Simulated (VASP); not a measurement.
# Si (P6_3/mmc) in VASP: notebook, part 2 of 2

VASP 6.6.1. The steps go on from the part before.

### Step 5. Single point, r2SCAN (14.14 Å³/atom)

This run uses another cell than the first one, of 14.14 Å³/atom.

POSCAR reads:

```
Si
1.0
    2.6653272876      0.0000000000      0.0000000000
   -1.3326636438      2.3082411405      0.0000000000
    0.0000000000      0.0000000000      4.5982409720
Si
2
Direct
    0.3333333333      0.6666666667      0.2500000000
    0.6666666667      0.3333333333      0.7500000000
```

INCAR.step1 reads:

```
PREC     = Accurate       # precision mode
ENCUT    = 520            # plane-wave cutoff, eV
ISMEAR   = 0              # smearing method
SIGMA    = 0.1            # smearing width, eV
LREAL    = F              # projectors in reciprocal space
LASPH    = T              # aspherical terms in the spheres
NELM     = 60             # most SCF steps
NBANDS   = 11             # bands
GGA      = PE             # functional
ALGO     = Normal         # electronic algorithm
EDIFF    = 1E-4           # SCF threshold, eV
LWAVE    = T              # write WAVECAR
LCHARG   = F              # write CHGCAR
```

INCAR.step2 reads:

```
PREC     = Accurate       # precision mode
ENCUT    = 520            # plane-wave cutoff, eV
EDIFF    = 1E-7           # SCF threshold, eV
ISMEAR   = 0              # smearing method
SIGMA    = 0.1            # smearing width, eV
LREAL    = F              # projectors in reciprocal space
LASPH    = T              # aspherical terms in the spheres
NELM     = 60             # most SCF steps
ALGO     = Normal         # electronic algorithm
ISIF     = 2              # what is computed and relaxed
LWAVE    = F              # write WAVECAR
LCHARG   = T              # write CHGCAR
METAGGA  = R2SCAN         # meta-GGA
LMIXTAU  = T            
LELF     = T              # ELF
LVHAR    = T            
NBANDS   = 11             # bands
ISTART   = 1
```

KPOINTS reads:

```
Automatic mesh
0
Gamma
  18 18 10
```

Potentials or basis: VASP PAW PBE potentials, release 64 (Si).

Run with:

```bash
> cat potpaw_PBE.64/Si/POTCAR > POTCAR
> cp INCAR.step1 INCAR
> mpirun -np 1 vasp_std > vasp.out
> cp INCAR.step2 INCAR
> mpirun -np 1 vasp_std > vasp.out
```

OUTCAR:

```text
PREC = Accurate
   ENCUT = 520
   EDIFF = 1E-7
   ISMEAR = 0
   LREAL = F
   LASPH = T
   NELM = 60
   ISIF = 2
   METAGGA = R2SCAN
   ISTART = 1

 ion  position               nearest neighbor table
   1  0.333  0.667  0.250-   2 2.77   2 2.77   2 2.77   2 2.77   2 2.77   2 2.77
   2  0.667  0.333  0.750-   1 2.77   1 2.77   1 2.77   1 2.77   1 2.77   1 2.77

  LATTYP: Found a hexagonal cell.
 ALAT       =     2.6653272876
 C/A-ratio  =     1.7252068792

  Lattice vectors:

 A1 = (   2.6653272876,   0.0000000000,   0.0000000000)
 A2 = (  -1.3326636438,   2.3082411405,   0.0000000000)
 A3 = (   0.0000000000,   0.0000000000,   4.5982409720)

Analysis of symmetry for initial positions (statically):
=====================================================================
 Subroutine PRICEL returns:
 Original cell was already a primitive cell.

 Routine SETGRP: Setting up the symmetry group for a
 hexagonal supercell.

 Subroutine GETGRP returns: Found 24 space group operations
 (whereof 12 operations were pure point group operations)
 out of a pool of 24 trial point group operations.

The static configuration has the point symmetry D_3d.
 The point group associated with its full space group is D_6h.

Analysis of symmetry for dynamics (positions and initial velocities):
=====================================================================
 Subroutine PRICEL returns:
 Original cell was already a primitive cell.

 Routine SETGRP: Setting up the symmetry group for a
 hexagonal supercell.

 Subroutine GETGRP returns: Found 24 space group operations
 (whereof 12 operations were pure point group operations)
 out of a pool of 24 trial point group operations.

The dynamic configuration has the point symmetry D_3d.
 The point group associated with its full space group is D_6h.

 Subroutine INISYM returns: Found 24 space group operations
 (whereof 12 operations are pure point group operations),
 and found     1 'primitive' translations

----------------------------------------------------------------------------------------

                                     Primitive cell

  volume of cell :      28.2894

  direct lattice vectors                    reciprocal lattice vectors
     2.665327288  0.000000000  0.000000000     0.375188445  0.216615150  0.000000000
    -1.332663644  2.308241140  0.000000000     0.000000000  0.433230299  0.000000000
     0.000000000  0.000000000  4.598240972     0.000000000  0.000000000  0.217474466

  length of vectors
     2.665327288  2.665327288  4.598240972     0.433230299  0.433230299  0.217474466

  position of ions in fractional coordinates (direct lattice)
     0.333333333  0.666666667  0.250000000
     0.666666667  0.333333333  0.750000000

  ion indices of the primitive-cell ions
   primitive index   ion index
                 1           1
                 2           2

----------------------------------------------------------------------------------------

 KPOINTS: Automatic mesh

Automatic generation of k-mesh.
 Grid dimensions read from file:
 generate k-points for:   18   18   10

[... 24 lines left out ...]
  0.222222  0.000000  0.000000      6.000000
  0.277778  0.000000  0.000000      6.000000
[... 16 lines left out ...]
  0.333333  0.111111  0.000000     12.000000
  0.388889  0.111111  0.000000     12.000000
 [... further k-points ...]
   k-points           NKPTS =    222   k-points in BZ     NKDIM =    222   number of bands    NBANDS=     11
   number of dos      NEDOS =    301   number of ions     NIONS =      2
   total plane-waves  NPLWV =  14400
   dimension x,y,z NGX =    20 NGY =   20 NGZ =   36
   dimension x,y,z NGXF=    40 NGYF=   40 NGZF=   72
   ions per type =               2
   NGX,Y,Z   is equivalent  to a cutoff of  12.47, 12.47, 13.02 a.u.
   NGXF,Y,Z  is equivalent  to a cutoff of  24.95, 24.95, 26.03 a.u.
 SYSTEM =  unknown system
   PREC   = accura    normal or accurate (medium, high low for compatibility)
   ISTART =      1    job   : 0-new  1-cont  2-samecut
   ICHARG =      0    charge: 1-file 2-atom 10-const
   ISPIN  =      1    spin polarized calculation?
   LNONCOLLINEAR =      F non collinear calculations
   LSORBIT =      F    spin-orbit coupling
   LASPH  =      T    aspherical Exc in radial PAW
   ENCUT  =  520.0 eV  38.22 Ry    6.18 a.u.   4.96  4.96  8.55*2*pi/ulx,y,z
   NELM   =     60;   NELMIN=  2; NELMDL=  0     # of ELM steps
   EDIFF  = 0.1E-06   stopping-criterion for ELM
   LREAL  =      F    real-space projection
   EDIFFG = 0.1E-05   stopping-criterion for IOM
   NSW    =      0    number of steps for IOM
   IBRION =     -1    ionic relax: 0-MD 1-quasi-New 2-CG
   NFREE  =      0    steps in history (QN), initial steepest desc. (CG)
   ISIF   =      2    stress and relaxation
   ISYM   =      2    0-nonsym 1-usesym 2-fastsym
   POTIM  = 0.5000    time-step for ionic-motion
   TEBEG  =    0.0;   TEEND  =   0.0 temperature during run
   PSTRESS=    0.0 pullay stress
   NELECT =       8.0000    total number of electrons
   NUPDOWN=      -1.0000    fix difference up-down
   EMIN   =  10.00;   EMAX   =-10.00  energy-range for DOS
   EFERMI =   0.00;   METHOD = LEGACY
   ISMEAR =     0;   SIGMA  =   0.10  broadening in eV -4-tet -1-fermi 0-gaus
   EFERMI_NEDOS =   21; number of points for ismear=-14 and -15
   IALGO  =     38    algorithm
   IMIX   =      4    mixing-type and parameters
     AMIX     =   0.40;   BMIX     =  1.00
     AMIX_MAG =   1.60;   BMIX_MAG =  1.00
  volume/ion in A,a.u.               =      14.14        95.45
  Fermi-wavevector in a.u.,A,eV,Ry     =   1.074559  2.030622 15.710341  1.154677
  Thomas-Fermi vector in A             =   2.210391
   LORBIT       =      0    0 simple, 1 ext, 2 COOP (PROOUT), +10 PAW based schemes
   METAGGA = R2SCAN    functional components
   LHFCALC =     F    Hartree Fock is set to
   AEXX    =    0.0000 exact exchange contribution
   IVDW    =     0    specifies the selected vdW correction
   LEPSILON=     F    determine dielectric tensor
   LRPA    =     F    only Hartree local field effects (RPA)
 non-spin polarized calculation
 Gauss-broadening in eV      SIGMA  =   0.10
  energy-cutoff  :      520.00
  volume of cell :       28.29
 maximum number of plane-waves:       780
 NGX is ok and might be reduce to    20
   NGX =  9   NGY =  9   NGZ = 17

 number of electron       8.0000000 magnetization

 Free energy of the ion-electron system (eV)
  ---------------------------------------------------
  ext. energy  EPLUGINS =         0.00000000
  ---------------------------------------------------
  free energy    TOTEN  =       -16.13669402 eV

  energy without entropy =      -16.13382850  energy(sigma->0) =      -16.13526126

 E-fermi :  10.4969     XC(G=0): -12.0638

 val. band max:       10.4798582591   @ k =   0.2778   0.2222   0.4000
 cond. band min:      10.5046246401   @ k =   0.3333   0.1111   0.2000
 fundamental gap:      0.0247663811
 Fermi energy:        10.4969141557

 k-point     1 :       0.0000    0.0000    0.0000
  band No.  band energies     occupation
      1      -5.0811      2.00000
      2       1.5998      2.00000
      3       2.6495      2.00000
      4      20.4488      0.00000
      5      20.4488      0.00000
      6      21.3404      0.00000
      7      21.6506      0.00000
      8      21.6506      0.00000
      9      21.7209      0.00000
     10      25.0491      0.00000
     11      25.6175      0.00000
[... 309 lines left out ...]
 k-point    24 :       0.3889    0.1111    0.0000
  band No.  band energies     occupation
      1       0.8221      2.00000
      2       3.9684      2.00000
      3       7.3827      2.00000
      4       8.1822      2.00000
      5      10.3701      1.92711
      6      11.6417      0.00000
      7      11.6672      0.00000
      8      17.4788      0.00000
      9      19.4436      0.00000
     10      20.6733      0.00000
     11      25.9127      0.00000

 [... further k-points ...]

------------------------ aborting loop because EDIFF is reached ----------------------------------------

  FORCE on cell =-STRESS in cart. coord.  units (eV):
  Direction    XX          YY          ZZ          XY          YZ          ZX
  --------------------------------------------------------------------------------------
  -------------------------------------------------------------------------------------
  Total       -0.4426516     -0.4426516     -0.4352232      0.0000000     -0.0000000     -0.0000000
  in kB      -25.0697023    -25.0697023    -24.6489946      0.0000000     -0.0000000     -0.0000000
  external PRESSURE =     -24.9294664 kB  Pullay stress =       0.0000000 kB

 VOLUME and BASIS-vectors are now :
 -----------------------------------------------------------------------------
  energy-cutoff  :      520.00
  volume of cell :       28.29
      direct lattice vectors                 reciprocal lattice vectors
     2.665327288  0.000000000  0.000000000     0.375188445  0.216615150  0.000000000
    -1.332663644  2.308241140  0.000000000     0.000000000  0.433230299  0.000000000
     0.000000000  0.000000000  4.598240972     0.000000000  0.000000000  0.217474466

 POSITION                                       TOTAL-FORCE (eV/Angst)
 -----------------------------------------------------------------------------------
     -0.00000      1.53883      1.14956        -0.000000      0.000000      0.000000
      1.33266      0.76941      3.44868         0.000000     -0.000000      0.000000
 -----------------------------------------------------------------------------------
    total drift:                                0.000000     -0.000000      0.000000

  FREE ENERGIE OF THE ION-ELECTRON SYSTEM (eV)
  ---------------------------------------------------
  free  energy   TOTEN  =       -16.1366940197 eV

  energy  without entropy=      -16.1338284990  energy(sigma->0) =      -16.13526126
```

Wall time 3.8 min (1 thread of Intel Xeon 8259CL, shared host); peak memory 0.18 GiB.

Results:

```yaml
Free_energy: -16.1367 eV
Pressure: -2.5 GPa
Band_gap_on_the_k_mesh: zero (bands 4 and 5 overlap by 13.86 eV)
```

Caveat: the PAW data sets were made with another functional, which shifts forces and pressure a little.

### Step 6. Summary

| task | cell | cutoff (eV) | gap on the mesh (eV) | pressure (GPa) |
| --- | --- | --- | --- | --- |
| relaxation of shape and atoms at fixed volume | relaxed from a = 2.724, b = 2.724, c = 4.700 Å, angles 90.0, 90.0, 120.0°, 2 atoms | 600 | none | -6.9 |
| single point | a = 2.587, b = 2.587, c = 4.455 Å, angles 90.0, 90.0, 120.0°, 2 atoms | 520 | none | 6.4 |
| single point | a = 2.613, b = 2.613, c = 4.505 Å, angles 90.0, 90.0, 120.0°, 2 atoms | 520 | none | 2.9 |
| single point | a = 2.665, b = 2.665, c = 4.598 Å, angles 90.0, 90.0, 120.0°, 2 atoms | 520 | none | -2.5 |

Alike in all rows: level r2SCAN; potentials or basis VASP PAW PBE potentials, release 64 (Si); no spin polarisation; k mesh 18 × 18 × 10; smearing gaussian 0.1 eV.

Caveats: the PAW data sets were made with another functional, which shifts forces and pressure a little; the cell stands under pressure (at least some runs).

Absolute energies hang on the potentials; compare differences alone.
